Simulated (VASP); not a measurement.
# ZrH (P4_2/mmc) in VASP: a series of runs

ZrH is run at these levels: PBEsol; tasks: relaxation of cell and atoms, single point.

Program: VASP 6.6.1. These are calculated values, not measurements. Logs are shortened: lines on timing, memory, paths and dates and some standing lists are left out, and cuts for length are marked.

**1. The cell of the first run**

Symmetry: P4_2/mmc, No. 131, tetragonal system. The conventional cell has a = 3.190 Å, b = 3.190 Å, c = 4.991 Å, α = 90.00°, β = 90.00°, γ = 90.00°. Within 2.7 Å of Zr (site symmetry mmm) lie 4 H at 2.03 Å. Within 2.7 Å of H (site symmetry -4m2) lie 4 Zr at 2.03 Å and 2 H at 2.50 Å.

**2. Relaxation of cell and atoms, PBEsol**

Input file INCAR:

```
PREC = Accurate ; ENCUT = 600
EDIFF = 1E-7 ; ISMEAR = -1
SIGMA = 0.15 ; LREAL = False
LASPH = True ; NELM = 80
ALGO = Normal ; ISIF = 3
LWAVE = False ; LCHARG = False
GGA = PS ; IBRION = 2
NSW = 80 ; EDIFFG = -0.001
```

Input file KPOINTS:

```
regular mesh
0
Gamma
  14 14 8
```

Input file POSCAR:

```
ZrH
1.0
    3.1902763254      0.0000000000      0.0000000000
    0.0000000000      3.1902763254      0.0000000000
    0.0000000000      0.0000000000      4.9905072829
Zr H
2 2
Direct
    0.0000000000      0.5000000000      0.0000000000
    0.5000000000      0.0000000000      0.5000000000
    0.0000000000      0.0000000000      0.7500000000
    0.0000000000      0.0000000000      0.2500000000
```

Potentials or basis: VASP PAW PBE potentials, release 64 (Zr_sv, H).

The run is started by

```console
cat potpaw_PBE.64/Zr_sv/POTCAR potpaw_PBE.64/H/POTCAR > POTCAR
mpirun -np 1 vasp_std > vasp.out
```

OUTCAR:

```text
PREC = Accurate
   ENCUT = 600
   EDIFF = 1E-7
   ISMEAR = -1
   LREAL = False
   LASPH = True
   NELM = 80
   ISIF = 3
   GGA = PS
   IBRION = 2
   NSW = 80
   EDIFFG = -0.001

 ion  position               nearest neighbor table
   1  0.000  0.500  0.000-   3 2.03   4 2.03   3 2.03   4 2.03   2 3.36   2 3.36   2 3.36   2 3.36
                             2 3.36   2 3.36   2 3.36   2 3.36
   2  0.500  0.000  0.500-   3 2.03   4 2.03   3 2.03   4 2.03   1 3.36   1 3.36   1 3.36   1 3.36
                             1 3.36   1 3.36   1 3.36   1 3.36
   3  0.000  0.000  0.750-   1 2.03   2 2.03   1 2.03   2 2.03
   4  0.000  0.000  0.250-   1 2.03   2 2.03   1 2.03   2 2.03

  LATTYP: Found a simple tetragonal cell.
 ALAT       =     3.1902763254
 C/A-ratio  =     1.5642868435

  Lattice vectors:

 A1 = (   3.1902763254,   0.0000000000,   0.0000000000)
 A2 = (   0.0000000000,   3.1902763254,   0.0000000000)
 A3 = (   0.0000000000,   0.0000000000,   4.9905072829)

Analysis of symmetry for initial positions (statically):
=====================================================================
 Subroutine PRICEL returns:
 Original cell was already a primitive cell.

 Routine SETGRP: Setting up the symmetry group for a
 simple tetragonal supercell.

 Subroutine GETGRP returns: Found 16 space group operations
 (whereof  8 operations were pure point group operations)
 out of a pool of 16 trial point group operations.

The static configuration has the point symmetry D_2h.
 The point group associated with its full space group is D_4h.

Analysis of symmetry for dynamics (positions and initial velocities):
=====================================================================
 Subroutine PRICEL returns:
 Original cell was already a primitive cell.

 Routine SETGRP: Setting up the symmetry group for a
 simple tetragonal supercell.

 Subroutine GETGRP returns: Found 16 space group operations
 (whereof  8 operations were pure point group operations)
 out of a pool of 16 trial point group operations.

The dynamic configuration has the point symmetry D_2h.
 The point group associated with its full space group is D_4h.

 Subroutine INISYM returns: Found 16 space group operations
 (whereof  8 operations are pure point group operations),
 and found     1 'primitive' translations

----------------------------------------------------------------------------------------

                                     Primitive cell

  volume of cell :      50.7927

  direct lattice vectors                    reciprocal lattice vectors
     3.190276325  0.000000000  0.000000000     0.313452472  0.000000000  0.000000000
     0.000000000  3.190276325  0.000000000     0.000000000  0.313452472  0.000000000
     0.000000000  0.000000000  4.990507283     0.000000000  0.000000000  0.200380431

  length of vectors
     3.190276325  3.190276325  4.990507283     0.313452472  0.313452472  0.200380431

  position of ions in fractional coordinates (direct lattice)
     0.000000000  0.500000000  0.000000000
     0.500000000  0.000000000  0.500000000
     0.000000000  0.000000000  0.750000000
     0.000000000  0.000000000  0.250000000

  ion indices of the primitive-cell ions
   primitive index   ion index
                 1           1
                 2           2
                 3           3
                 4           4

----------------------------------------------------------------------------------------

 KPOINTS: regular mesh

Automatic generation of k-mesh.
 Grid dimensions read from file:
 generate k-points for:   14   14    8

 Generating k-lattice:

  Cartesian coordinates                     Fractional coordinates (reciprocal lattice)
     0.022389462  0.000000000  0.000000000     0.071428571  0.000000000  0.000000000
     0.000000000  0.022389462  0.000000000     0.000000000  0.071428571  0.000000000
     0.000000000  0.000000000  0.025047554     0.000000000  0.000000000  0.125000000

  Length of vectors
     0.022389462  0.022389462  0.025047554

  Shift w.r.t. Gamma in fractional coordinates (k-lattice)
     0.000000000  0.000000000  0.000000000

 Subroutine IBZKPT returns following result:
 ===========================================

 Found    180 irreducible k-points:

 Following reciprocal coordinates:
            Coordinates               Weight
  0.000000  0.000000  0.000000      1.000000
  0.071429  0.000000  0.000000      4.000000
  0.142857  0.000000  0.000000      4.000000
  0.214286  0.000000  0.000000      4.000000
  0.285714  0.000000  0.000000      4.000000
  0.357143  0.000000  0.000000      4.000000
[... 16 lines left out ...]
  0.285714  0.214286  0.000000      8.000000
  0.357143  0.214286  0.000000      8.000000
 [... further k-points ...]
   k-points           NKPTS =    180   k-points in BZ     NKDIM =    180   number of bands    NBANDS=     17
   number of dos      NEDOS =    301   number of ions     NIONS =      4
   total plane-waves  NPLWV =  31360
   dimension x,y,z NGX =    28 NGY =   28 NGZ =   40
   dimension x,y,z NGXF=    56 NGYF=   56 NGZF=   80
   ions per type =               2   2
   NGX,Y,Z   is equivalent  to a cutoff of  14.59, 14.59, 13.32 a.u.
   NGXF,Y,Z  is equivalent  to a cutoff of  29.18, 29.18, 26.65 a.u.
 SYSTEM =  unknown system
   PREC   = accura    normal or accurate (medium, high low for compatibility)
   ISTART =      0    job   : 0-new  1-cont  2-samecut
   ICHARG =      2    charge: 1-file 2-atom 10-const
   ISPIN  =      1    spin polarized calculation?
   LNONCOLLINEAR =      F non collinear calculations
   LSORBIT =      F    spin-orbit coupling
   LASPH  =      T    aspherical Exc in radial PAW
   ENCUT  =  600.0 eV  44.10 Ry    6.64 a.u.   6.37  6.37  9.97*2*pi/ulx,y,z
   NELM   =     80;   NELMIN=  2; NELMDL= -5     # of ELM steps
   EDIFF  = 0.1E-06   stopping-criterion for ELM
   LREAL  =      F    real-space projection
   EDIFFG = -.1E-02   stopping-criterion for IOM
   NSW    =     80    number of steps for IOM
   IBRION =      2    ionic relax: 0-MD 1-quasi-New 2-CG
   NFREE  =      1    steps in history (QN), initial steepest desc. (CG)
   ISIF   =      3    stress and relaxation
   ISYM   =      2    0-nonsym 1-usesym 2-fastsym
   POTIM  = 0.5000    time-step for ionic-motion
   TEBEG  =    0.0;   TEEND  =   0.0 temperature during run
   PSTRESS=    0.0 pullay stress
   NELECT =      26.0000    total number of electrons
   NUPDOWN=      -1.0000    fix difference up-down
   EMIN   =  10.00;   EMAX   =-10.00  energy-range for DOS
   EFERMI =   0.00;   METHOD = LEGACY
   ISMEAR =    -1;   SIGMA  =   0.15  broadening in eV -4-tet -1-fermi 0-gaus
   EFERMI_NEDOS =   21; number of points for ismear=-14 and -15
   IALGO  =     38    algorithm
   IMIX   =      4    mixing-type and parameters
     AMIX     =   0.40;   BMIX     =  1.00
     AMIX_MAG =   1.60;   BMIX_MAG =  1.00
  volume/ion in A,a.u.               =      12.70        85.69
  Fermi-wavevector in a.u.,A,eV,Ry     =   1.309580  2.474748 23.334004  1.715001
  Thomas-Fermi vector in A             =   2.440169
   LORBIT       =      0    0 simple, 1 ext, 2 COOP (PROOUT), +10 PAW based schemes
   GGA     = PS    functional components
   LHFCALC =     F    Hartree Fock is set to
   AEXX    =    0.0000 exact exchange contribution
   IVDW    =     0    specifies the selected vdW correction
   LEPSILON=     F    determine dielectric tensor
   LRPA    =     F    only Hartree local field effects (RPA)
 conjugate gradient relaxation of ions
 non-spin polarized calculation
  energy-cutoff  :      600.00
  volume of cell :       50.79
 maximum number of plane-waves:      1718
 NGX is ok and might be reduce to    28
   NGX = 13   NGY = 13   NGZ = 19

--------------------------------------- Ionic step        1  -------------------------------------------

 number of electron      26.0000002 magnetization

 Free energy of the ion-electron system (eV)
  ---------------------------------------------------
  ext. energy  EPLUGINS =         0.00000000
  ---------------------------------------------------
  free energy    TOTEN  =       -26.74038317 eV

  energy without entropy =      -26.57797767  energy(sigma->0) =      -26.65918042

------------------------ aborting loop because EDIFF is reached ----------------------------------------

  FORCE on cell =-STRESS in cart. coord.  units (eV):
  Direction    XX          YY          ZZ          XY          YZ          ZX
  --------------------------------------------------------------------------------------
  -------------------------------------------------------------------------------------
  Total        0.0973947      0.0973947      0.1209156      0.0000000      0.0000000      0.0000000
  in kB        3.0721670      3.0721670      3.8140952      0.0000000      0.0000000      0.0000000
  external PRESSURE =       3.3194764 kB  Pullay stress =       0.0000000 kB
[... 61 lines left out ...]
  energy  without entropy=      -26.5775495440  energy(sigma->0) =      -26.65902567

--------------------------------------- Ionic step        3  -------------------------------------------

 number of electron      26.0000002 magnetization

 Free energy of the ion-electron system (eV)
  ---------------------------------------------------
  ext. energy  EPLUGINS =         0.00000000
  ---------------------------------------------------
  free energy    TOTEN  =       -26.74052614 eV

  energy without entropy =      -26.57773383  energy(sigma->0) =      -26.65912999

 E-fermi :   8.3089     XC(G=0): -11.2570

 val. band max:        8.3024533824   @ k =   0.3571   0.2857   0.3750
 cond. band min:       8.3138220492   @ k =   0.5000   0.1429   0.1250
 fundamental gap:      0.0113686668
 Fermi energy:         8.3089188267

 k-point     1 :       0.0000    0.0000    0.0000
  band No.  band energies     occupation
      1     -40.4134      2.00000
      2     -40.3015      2.00000
      3     -18.8559      2.00000
      4     -18.2803      2.00000
      5     -18.2803      2.00000
      6     -18.1101      2.00000
[... 9 lines left out ...]
     16      10.4619      0.00000
     17      11.9458      0.00000
[... 443 lines left out ...]
      1     -40.3148      2.00000
      2     -40.2763      2.00000
      3     -18.7731      2.00000
      4     -18.5371      2.00000
      5     -18.5228      2.00000
      6     -18.3897      2.00000
[... 9 lines left out ...]
     16      10.4778      0.00000
     17      10.9291      0.00000

 [... further k-points ...]
[... 5 lines left out ...]
  --------------------------------------------------------------------------------------
  -------------------------------------------------------------------------------------
  Total       -0.0028162     -0.0028162      0.0032245      0.0000000      0.0000000      0.0000000
  in kB       -0.0885928     -0.0885928      0.1014377      0.0000000      0.0000000      0.0000000
  external PRESSURE =      -0.0252493 kB  Pullay stress =       0.0000000 kB
[... 19 lines left out ...]
  FREE ENERGIE OF THE ION-ELECTRON SYSTEM (eV)
  ---------------------------------------------------
  free  energy   TOTEN  =       -26.7405261448 eV

  energy  without entropy=      -26.5777338314  energy(sigma->0) =      -26.65912999

 reached required accuracy - stopping structural energy minimisation
```

It took 5.9 min on 1 thread of Intel Xeon Platinum 8488C (Sapphire Rapids), shared host; peak memory 0.31 GiB.

What came out:

```
Free energy                            : -26.7405 eV
Relaxed volume                         : 12.73 Å³/atom
Relaxed cell                           : a = 3.193 Å, b = 3.193 Å, c = 4.996 Å, α = 90.00°, β = 90.00°, γ = 90.00°
Space group after relaxing (to 0.05 Å) : P4_2/mmc (No. 131)
Energy gained by relaxing              : 0.0 meV/atom
Ionic steps                            : 3
Pressure after relaxing                : 0.0 GPa
Band gap on the k mesh                 : zero (band 13 reaches 8.61 eV, above the bottom of band 14 at 7.70 eV)
```

Step by step:
```tsv
step	energy change (eV)	largest force (eV/Å)	pressure (GPa)	volume (Å³)
1	0.0000	0.0000	0.33	50.79
2	-0.0001	0.0000	-0.14	50.99
3	-0.0001	0.0000	0.00	50.93
```

Final structure:
```yaml
crystal:
  lattice:
    - [3.19293, 0.00000, 0.00000]
    - [0.00000, 3.19293, 0.00000]
    - [0.00000, 0.00000, 4.99566]
  atoms:
    - { symbol: Zr, position: [0.00000, 0.50000, 0.00000] }
    - { symbol: Zr, position: [0.50000, 0.00000, 0.50000] }
    - { symbol: H, position: [0.00000, 0.00000, 0.75000] }
    - { symbol: H, position: [0.00000, 0.00000, 0.25000] }
```

Levels at points of the mesh, in eV from the Fermi level:
| k point | band 9 | band 10 | band 11 | band 12 | band 13 | band 14 | band 15 | band 16 | band 17 |
| --- | --- | --- | --- | --- | --- | --- | --- | --- | --- |
| (0.00, 0.00, 0.00) | -8.51 | -3.50 | -3.06 | -2.86 | -0.05 | 0.81 | 0.81 | 2.15 | 3.64 |
| (0.50, 0.00, 0.00) | -6.32 | -5.48 | -1.89 | -0.81 | -0.56 | -0.24 | 1.80 | 2.05 | 2.43 |
| (0.50, 0.50, 0.00) | -6.76 | -3.72 | -2.96 | -2.96 | -1.89 | 3.09 | 3.97 | 4.42 | 4.42 |
| (0.00, 0.00, 0.50) | -6.71 | -6.71 | -1.76 | -1.76 | -0.09 | -0.09 | 1.94 | 1.94 | 2.53 |
| (0.50, 0.00, 0.50) | -7.37 | -3.92 | -2.80 | -0.24 | 0.19 | 0.62 | 0.75 | 1.26 | 4.12 |
| (0.50, 0.50, 0.50) | -5.43 | -5.43 | -2.05 | -2.05 | -0.28 | -0.28 | 1.60 | 1.60 | 5.46 |

Caveat: the PAW data sets were made with another functional, which shifts forces and pressure a little.

**3. Single point, PBEsol**

Input file INCAR:

```
PREC = Accurate
ENCUT = 520
EDIFF = 1E-6
ISMEAR = -1
SIGMA = 0.15
LREAL = False
LASPH = True
NELM = 80
ALGO = Normal
ISIF = 2
LWAVE = False
LCHARG = False
GGA = PS
NBANDS = 21
```

Input file KPOINTS:

```
Automatic mesh
0
Gamma
  14 14 8
```

Input file POSCAR:

```
ZrH
1.0
    3.1914260949      0.0000000000      0.0000000000
    0.0000000000      3.1914260949      0.0000000000
    0.0000000000      0.0000000000      4.9958685871
Zr H
2 2
Direct
    0.0000000000      0.5000000000      0.0000000000
    0.5000000000      0.0000000000      0.5000000000
    0.0000000000      0.0000000000      0.7500000000
    0.0000000000      0.0000000000      0.2500000000
```

Potentials or basis: VASP PAW PBE potentials, release 64 (Zr_sv, H).

The run is started by

```console
cat potpaw_PBE.64/Zr_sv/POTCAR potpaw_PBE.64/H/POTCAR > POTCAR
mpirun -np 1 vasp_std > vasp.out
```

OUTCAR:

```text
PREC = Accurate
   ENCUT = 520
   EDIFF = 1E-6
   ISMEAR = -1
   LREAL = False
   LASPH = True
   NELM = 80
   ISIF = 2
   GGA = PS

 ion  position               nearest neighbor table
   1  0.000  0.500  0.000-   3 2.03   4 2.03   3 2.03   4 2.03   2 3.37   2 3.37   2 3.37   2 3.37
                             2 3.37   2 3.37   2 3.37   2 3.37
   2  0.500  0.000  0.500-   3 2.03   4 2.03   3 2.03   4 2.03   1 3.37   1 3.37   1 3.37   1 3.37
                             1 3.37   1 3.37   1 3.37   1 3.37
   3  0.000  0.000  0.750-   1 2.03   2 2.03   1 2.03   2 2.03
[... 781 lines left out ...]
  --------------------------------------------------------------------------------------
  -------------------------------------------------------------------------------------
  Total        0.0128236      0.0128236      0.0113675      0.0000000      0.0000000      0.0000000
  in kB        0.4037763      0.4037763      0.3579283      0.0000000      0.0000000      0.0000000
  external PRESSURE =       0.3884936 kB  Pullay stress =       0.0000000 kB

 VOLUME and BASIS-vectors are now :
 -----------------------------------------------------------------------------
  energy-cutoff  :      520.00
  volume of cell :       50.88
      direct lattice vectors                 reciprocal lattice vectors
     3.191426095  0.000000000  0.000000000     0.313339545  0.000000000  0.000000000
     0.000000000  3.191426095  0.000000000     0.000000000  0.313339545  0.000000000
     0.000000000  0.000000000  4.995868587     0.000000000  0.000000000  0.200165393

 POSITION                                       TOTAL-FORCE (eV/Angst)
 -----------------------------------------------------------------------------------
      0.00000      1.59571      0.00000         0.000000      0.000000      0.000000
      1.59571      0.00000      2.49793         0.000000      0.000000      0.000000
      0.00000      0.00000      3.74690         0.000000      0.000000     -0.000000
      0.00000      0.00000      1.24897         0.000000      0.000000      0.000000
 -----------------------------------------------------------------------------------
    total drift:                                0.000000      0.000000     -0.000000

  FREE ENERGIE OF THE ION-ELECTRON SYSTEM (eV)
  ---------------------------------------------------
  free  energy   TOTEN  =       -26.7388922493 eV

  energy  without entropy=      -26.5762436851  energy(sigma->0) =      -26.65756797
```

stdout:

```text
POSCAR found type information on POSCAR ZrH
 POSCAR found :  2 types and       4 ions
 scaLAPACK will be used
 -----------------------------------------------------------------------------
|                                                                             |
|                                                                             |
|     You enforced a specific xc type in the INCAR file but a different       |
|     I HOPE YOU KNOW WHAT YOU ARE DOING!                                     |
|                                                                             |
 -----------------------------------------------------------------------------

 LDA part: xc-table for (Slater+PW92), standard interpolation
 POSCAR, INCAR and KPOINTS ok, starting setup
 FFT: planning ... GRIDC
 FFT: planning ... GRID_SOFT
 FFT: planning ... GRID
 WAVECAR not read
 entering main loop
```

Run time: 3 min. Hardware: 1 thread of Oxide Virtual Turin-like, shared host; peak memory 0.25 GiB.

Results:

| Property | Result |
| --- | --- |
| Free energy | -26.7389 eV |
| Pressure | 0.0 GPa |
| Band gap on the k mesh | zero (band 13 reaches 8.62 eV, above the bottom of band 14 at 7.71 eV) |

Levels at points of the mesh, in eV from the Fermi level:
```
           k point  band 9  band 10  band 11  band 12  band 13  band 14  band 15  band 16  band 17  band 18
(0.00, 0.00, 0.00)   -8.51    -3.50    -3.07    -2.86    -0.05     0.81     0.81     2.15     3.64     4.76
(0.50, 0.00, 0.00)   -6.32    -5.48    -1.89    -0.82    -0.56    -0.24     1.80     2.05     2.43     3.16
(0.50, 0.50, 0.00)   -6.76    -3.71    -2.97    -2.97    -1.90     3.10     3.97     4.43     4.43     4.62
(0.00, 0.00, 0.50)   -6.71    -6.71    -1.76    -1.76    -0.09    -0.09     1.94     1.94     2.54     2.54
(0.50, 0.00, 0.50)   -7.37    -3.92    -2.80    -0.24     0.19     0.63     0.76     1.26     4.13     4.46
(0.50, 0.50, 0.50)   -5.43    -5.43    -2.05    -2.05    -0.28    -0.28     1.60     1.60     5.47     5.47
```

Caveat: the PAW data sets were made with another functional, which shifts forces and pressure a little.

[end of part 1 of 2]
